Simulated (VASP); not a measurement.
# Hg (Fd-3m) in VASP: notebook

The runs below take Hg through single point, with PBE.

Program: VASP 6.6.1. These are calculated values, not measurements. Logs are shortened: lines on timing, memory, paths and dates and some standing lists are left out, and cuts for length are marked.

### Step 1. The cell of the first run

Symmetry: Fd-3m, No. 227, cubic system. The conventional cell has a = 6.471 Å, b = 6.471 Å, c = 6.471 Å, α = 90.00°, β = 90.00°, γ = 90.00°. Within 3.7 Å of Hg (site symmetry -43m) lie 4 Hg at 2.80 Å.

### Step 2. Single point, PBE (33.87 Å³/atom)

Input file INCAR:

```
SYSTEM = Hg
ALGO = Normal
EDIFF = 1E-6
ENCUT = 520
GGA = PE
ISIF = 2
ISMEAR = -1
LASPH = .True.
LCHARG = .False.
LREAL = .False.
LWAVE = .False.
NBANDS = 19
NELM = 80
PREC = Accurate
SIGMA = 0.05
```

Input file KPOINTS:

```
k-points
0
Gamma
  11 11 11
  0 0 0
```

Input file POSCAR:

```
Hg
1.0
    0.0000000000      3.2354802548      3.2354802548
    3.2354802548      0.0000000000      3.2354802548
    3.2354802548      3.2354802548      0.0000000000
Hg
2
Direct
   -0.1250000000     -0.1250000000     -0.1250000000
    0.1250000000      0.1250000000      0.1250000000
```

Potentials or basis: VASP PAW PBE potentials, release 64 (Hg).

On the command line:

```console
$ cat potpaw_PBE.64/Hg/POTCAR > POTCAR
$ mpirun -np 1 vasp_std > vasp.out
```

OUTCAR:

```text
SYSTEM = Hg
   EDIFF = 1E-6
   ENCUT = 520
   GGA = PE
   ISIF = 2
   ISMEAR = -1
   LASPH = .True.
   LREAL = .False.
   NELM = 80
   PREC = Accurate

 ion  position               nearest neighbor table
   1  0.875  0.875  0.875-   2 2.80   2 2.80   2 2.80   2 2.80
   2  0.125  0.125  0.125-   1 2.80   1 2.80   1 2.80   1 2.80

  LATTYP: Found a face centered cubic cell.
 ALAT       =     6.4709605096

  Lattice vectors:

 A1 = (   0.0000000000,   3.2354802548,   3.2354802548)
 A2 = (   3.2354802548,   0.0000000000,   3.2354802548)
 A3 = (   3.2354802548,   3.2354802548,   0.0000000000)

Analysis of symmetry for initial positions (statically):
=====================================================================
 Subroutine PRICEL returns:
 Original cell was already a primitive cell.

 Routine SETGRP: Setting up the symmetry group for a
 face centered cubic supercell.

 Subroutine GETGRP returns: Found 48 space group operations
 (whereof 12 operations were pure point group operations)
 out of a pool of 48 trial point group operations.

The static configuration has the point symmetry D_3d.
 The point group associated with its full space group is O_h .

Analysis of symmetry for dynamics (positions and initial velocities):
=====================================================================
 Subroutine PRICEL returns:
 Original cell was already a primitive cell.

 Routine SETGRP: Setting up the symmetry group for a
 face centered cubic supercell.

 Subroutine GETGRP returns: Found 48 space group operations
 (whereof 12 operations were pure point group operations)
 out of a pool of 48 trial point group operations.

The dynamic configuration has the point symmetry D_3d.
 The point group associated with its full space group is O_h .

 Subroutine INISYM returns: Found 48 space group operations
 (whereof 12 operations are pure point group operations),
 and found     1 'primitive' translations

----------------------------------------------------------------------------------------

                                     Primitive cell

  volume of cell :      67.7402

  direct lattice vectors                    reciprocal lattice vectors
     0.000000000  3.235480255  3.235480255    -0.154536564  0.154536564  0.154536564
     3.235480255  0.000000000  3.235480255     0.154536564 -0.154536564  0.154536564
     3.235480255  3.235480255  0.000000000     0.154536564  0.154536564 -0.154536564

  length of vectors
     4.575660057  4.575660057  4.575660057     0.267665180  0.267665180  0.267665180

  position of ions in fractional coordinates (direct lattice)
     0.875000000  0.875000000  0.875000000
     0.125000000  0.125000000  0.125000000

  ion indices of the primitive-cell ions
   primitive index   ion index
                 1           1
                 2           2

----------------------------------------------------------------------------------------

 KPOINTS: k-points

Automatic generation of k-mesh.
 Grid dimensions read from file:
 generate k-points for:   11   11   11

 Generating k-lattice:

  Cartesian coordinates                     Fractional coordinates (reciprocal lattice)
    -0.014048779  0.014048779  0.014048779     0.090909091  0.000000000  0.000000000
     0.014048779 -0.014048779  0.014048779     0.000000000  0.090909091  0.000000000
     0.014048779  0.014048779 -0.014048779     0.000000000  0.000000000  0.090909091

  Length of vectors
     0.024333198  0.024333198  0.024333198

  Shift w.r.t. Gamma in fractional coordinates (k-lattice)
     0.000000000  0.000000000  0.000000000

 Subroutine IBZKPT returns following result:
 ===========================================

 Found     56 irreducible k-points:

 Following reciprocal coordinates:
            Coordinates               Weight
  0.000000  0.000000  0.000000      1.000000
  0.090909  0.000000  0.000000      8.000000
  0.181818  0.000000  0.000000      8.000000
  0.272727  0.000000  0.000000      8.000000
  0.363636  0.000000  0.000000      8.000000
  0.454545  0.000000  0.000000      8.000000
[... 16 lines left out ...]
 -0.272727  0.181818  0.000000     24.000000
 -0.181818  0.181818  0.000000     12.000000
 [... further k-points ...]
   k-points           NKPTS =     56   k-points in BZ     NKDIM =     56   number of bands    NBANDS=     19
   number of dos      NEDOS =    301   number of ions     NIONS =      2
   total plane-waves  NPLWV =  46656
   dimension x,y,z NGX =    36 NGY =   36 NGZ =   36
   dimension x,y,z NGXF=    72 NGYF=   72 NGZF=   72
   ions per type =               2
   NGX,Y,Z   is equivalent  to a cutoff of  13.08, 13.08, 13.08 a.u.
   NGXF,Y,Z  is equivalent  to a cutoff of  26.16, 26.16, 26.16 a.u.
 SYSTEM =  Hg
   PREC   = accura    normal or accurate (medium, high low for compatibility)
   ISTART =      0    job   : 0-new  1-cont  2-samecut
   ICHARG =      2    charge: 1-file 2-atom 10-const
   ISPIN  =      1    spin polarized calculation?
   LNONCOLLINEAR =      F non collinear calculations
   LSORBIT =      F    spin-orbit coupling
   LASPH  =      T    aspherical Exc in radial PAW
   ENCUT  =  520.0 eV  38.22 Ry    6.18 a.u.   8.51  8.51  8.51*2*pi/ulx,y,z
   NELM   =     80;   NELMIN=  2; NELMDL= -5     # of ELM steps
   EDIFF  = 0.1E-05   stopping-criterion for ELM
   LREAL  =      F    real-space projection
   EDIFFG = 0.1E-04   stopping-criterion for IOM
   NSW    =      0    number of steps for IOM
   IBRION =     -1    ionic relax: 0-MD 1-quasi-New 2-CG
   NFREE  =      0    steps in history (QN), initial steepest desc. (CG)
   ISIF   =      2    stress and relaxation
   ISYM   =      2    0-nonsym 1-usesym 2-fastsym
   POTIM  = 0.5000    time-step for ionic-motion
   TEBEG  =    0.0;   TEEND  =   0.0 temperature during run
   PSTRESS=    0.0 pullay stress
   NELECT =      24.0000    total number of electrons
   NUPDOWN=      -1.0000    fix difference up-down
   EMIN   =  10.00;   EMAX   =-10.00  energy-range for DOS
   EFERMI =   0.00;   METHOD = LEGACY
   ISMEAR =    -1;   SIGMA  =   0.05  broadening in eV -4-tet -1-fermi 0-gaus
   EFERMI_NEDOS =   21; number of points for ismear=-14 and -15
   IALGO  =     38    algorithm
   IMIX   =      4    mixing-type and parameters
     AMIX     =   0.40;   BMIX     =  1.00
     AMIX_MAG =   1.60;   BMIX_MAG =  1.00
  volume/ion in A,a.u.               =      33.87       228.57
  Fermi-wavevector in a.u.,A,eV,Ry     =   1.158412  2.189082 18.257917  1.341919
  Thomas-Fermi vector in A             =   2.295015
   LORBIT       =      0    0 simple, 1 ext, 2 COOP (PROOUT), +10 PAW based schemes
   GGA     = PE    functional components
   LHFCALC =     F    Hartree Fock is set to
   AEXX    =    0.0000 exact exchange contribution
   IVDW    =     0    specifies the selected vdW correction
   LEPSILON=     F    determine dielectric tensor
   LRPA    =     F    only Hartree local field effects (RPA)
 non-spin polarized calculation
  energy-cutoff  :      520.00
  volume of cell :       67.74
 maximum number of plane-waves:      1844
 NGX is ok and might be reduce to    36
   NGX = 17   NGY = 17   NGZ = 17

 number of electron      24.0000003 magnetization

 Free energy of the ion-electron system (eV)
  ---------------------------------------------------
  ext. energy  EPLUGINS =         0.00000000
  ---------------------------------------------------
  free energy    TOTEN  =         0.05372305 eV

  energy without entropy =        0.06139553  energy(sigma->0) =        0.05755929

 E-fermi :   1.0734     XC(G=0):  -8.6647

 val. band max:        1.0540437762   @ k =  -0.3636   0.3636   0.1818
 cond. band min:       1.1478615864   @ k =  -0.2727   0.2727   0.0000
 fundamental gap:      0.0938178102
 Fermi energy:         1.0733619283

 k-point     1 :       0.0000    0.0000    0.0000
  band No.  band energies     occupation
      1      -6.9321      2.00000
      2      -6.8709      2.00000
      3      -6.8709      2.00000
      4      -6.8709      2.00000
      5      -6.8021      2.00000
      6      -6.8021      2.00000
[... 11 lines left out ...]
     18       7.6269      0.00000
     19       7.9351      0.00000

 k-point     2 :       0.0909    0.0000    0.0000
  band No.  band energies     occupation
      1      -6.9200      2.00000
      2      -6.9200      2.00000
      3      -6.8806      2.00000
      4      -6.8677      2.00000
      5      -6.7373      2.00000
      6      -6.7373      2.00000
[... 11 lines left out ...]
     18       7.9893      0.00000
     19       9.2160      0.00000

 k-point     3 :       0.1818    0.0000    0.0000
  band No.  band energies     occupation
      1      -6.9660      2.00000
      2      -6.9660      2.00000
      3      -6.8829      2.00000
      4      -6.7367      2.00000
      5      -6.6538      2.00000
      6      -6.6538      2.00000
[... 11 lines left out ...]
     18       8.5891      0.00000
     19       9.6768      0.00000

 k-point     4 :       0.2727    0.0000    0.0000
  band No.  band energies     occupation
      1      -6.9834      2.00000
      2      -6.9833      2.00000
      3      -6.8926      2.00000
      4      -6.6149      2.00000
      5      -6.5998      2.00000
      6      -6.5998      2.00000
[... 11 lines left out ...]
     18       9.1222      0.00000
     19       9.8222      0.00000

 k-point     5 :       0.3636    0.0000    0.0000
  band No.  band energies     occupation
      1      -6.9775      2.00000
      2      -6.9775      2.00000
      3      -6.9004      2.00000
      4      -6.5868      2.00000
      5      -6.5868      2.00000
      6      -6.5632      2.00000
[... 11 lines left out ...]
     18       8.7126      0.00000
     19      11.2732      0.00000
[... 334 lines left out ...]
      2      -6.9973      2.00000
      3      -6.8467      2.00000
      4      -6.5482      2.00000
      5      -6.4672      2.00000
      6      -6.4324      2.00000
[... 11 lines left out ...]
     18      10.4958      0.00000
     19      11.6954      0.00000

 k-point    22 :      -0.3636    0.1818    0.0000
  band No.  band energies     occupation
      1      -7.0744      2.00000
      2      -7.0312      2.00000
      3      -6.8115      2.00000
      4      -6.5495      2.00000
      5      -6.5367      2.00000
      6      -6.3869      2.00000
[... 11 lines left out ...]
     18      10.9535      0.00000
     19      11.5669      0.00000

 k-point    23 :      -0.2727    0.1818    0.0000
  band No.  band energies     occupation
      1      -7.0541      2.00000
      2      -7.0328      2.00000
      3      -6.8169      2.00000
      4      -6.6065      2.00000
      5      -6.5394      2.00000
      6      -6.3871      2.00000
[... 11 lines left out ...]
     18       9.6196      0.00000
     19      11.1638      0.00000

 k-point    24 :      -0.1818    0.1818    0.0000
  band No.  band energies     occupation
      1      -7.0531      2.00000
      2      -6.9766      2.00000
      3      -6.8582      2.00000
      4      -6.6374      2.00000
      5      -6.5802      2.00000
      6      -6.4555      2.00000
[... 11 lines left out ...]
     18       8.7051      0.00000
     19      10.7193      0.00000

 [... further k-points ...]

------------------------ aborting loop because EDIFF is reached ----------------------------------------

  FORCE on cell =-STRESS in cart. coord.  units (eV):
  Direction    XX          YY          ZZ          XY          YZ          ZX
  --------------------------------------------------------------------------------------
  -------------------------------------------------------------------------------------
  Total        1.8989580      1.8989580      1.8989580      0.0000000      0.0000000      0.0000000
  in kB       44.9137886     44.9137886     44.9137886      0.0000000      0.0000000      0.0000000
  external PRESSURE =      44.9137886 kB  Pullay stress =       0.0000000 kB

 VOLUME and BASIS-vectors are now :
 -----------------------------------------------------------------------------
  energy-cutoff  :      520.00
  volume of cell :       67.74
      direct lattice vectors                 reciprocal lattice vectors
     0.000000000  3.235480255  3.235480255    -0.154536564  0.154536564  0.154536564
     3.235480255  0.000000000  3.235480255     0.154536564 -0.154536564  0.154536564
     3.235480255  3.235480255  0.000000000     0.154536564  0.154536564 -0.154536564

 POSITION                                       TOTAL-FORCE (eV/Angst)
 -----------------------------------------------------------------------------------
      5.66209      5.66209      5.66209         0.000000     -0.000000     -0.000000
      0.80887      0.80887      0.80887        -0.000000      0.000000      0.000000
 -----------------------------------------------------------------------------------
    total drift:                                0.000000      0.000000      0.000000

  FREE ENERGIE OF THE ION-ELECTRON SYSTEM (eV)
  ---------------------------------------------------
  free  energy   TOTEN  =         0.0537230549 eV

  energy  without entropy=        0.0613955318  energy(sigma->0) =        0.05755929
```

It took 37 s on 1 thread of AMD EPYC 9R45 (Zen 5), shared host; peak memory 0.2 GiB.

What came out:

```
Free energy            : 0.0537 eV
Pressure               : 4.5 GPa
Band gap on the k mesh : zero (bands 12 and 13 overlap by 3.87 eV)
```

Caveat: the cell stands under pressure; spin-orbit coupling is left out, which moves the levels of the heavy elements.

### Step 3. Single point, PBE (38.39 Å³/atom)

This run uses another cell than the first one, of 38.39 Å³/atom.

Input file INCAR:

```
  PREC = Accurate
  ENCUT = 520
  EDIFF = 1E-6
  ISMEAR = -1
  SIGMA = 0.05
  LREAL = False
  LASPH = True
  NELM = 60
  ALGO = Normal
  ISIF = 2
  LWAVE = False
  LCHARG = False
  GGA = PE
  NBANDS = 19
```

Input file KPOINTS:

```
regular mesh
0
Gamma
  11 11 11
```

Input file POSCAR:

```
Hg
1.0
    0.0000000000      3.3733233661      3.3733233661
    3.3733233661      0.0000000000      3.3733233661
    3.3733233661      3.3733233661      0.0000000000
Hg
2
Direct
   -0.1250000000     -0.1250000000     -0.1250000000
    0.1250000000      0.1250000000      0.1250000000
```

Potentials or basis: VASP PAW PBE potentials, release 64 (Hg).

On the command line:

```console
$ cat potpaw_PBE.64/Hg/POTCAR > POTCAR
$ mpirun -np 1 vasp_std > vasp.out
```

Run time: 36 s. Hardware: 1 thread of AMD EPYC 9R45 (Zen 5), shared host; peak memory 0.2 GiB.

Results (log left out):

| Property | Result |
| --- | --- |
| Free energy | -0.1089 eV |
| Pressure | 1.6 GPa |
| Band gap on the k mesh | zero (bands 12 and 13 overlap by 2.61 eV) |

Levels at points of the mesh, in eV from the Fermi level:
| k point | band 8 | band 9 | band 10 | band 11 | band 12 | band 13 | band 14 | band 15 | band 16 | band 17 |
| --- | --- | --- | --- | --- | --- | --- | --- | --- | --- | --- |
| (0.00, 0.00, 0.00) | -6.64 | -6.64 | -6.35 | -6.35 | 2.44 | 4.58 | 4.58 | 4.58 | 5.93 | 5.93 |

Caveat: spin-orbit coupling is left out, which moves the levels of the heavy elements.

(Continued in part 2 of 2.)
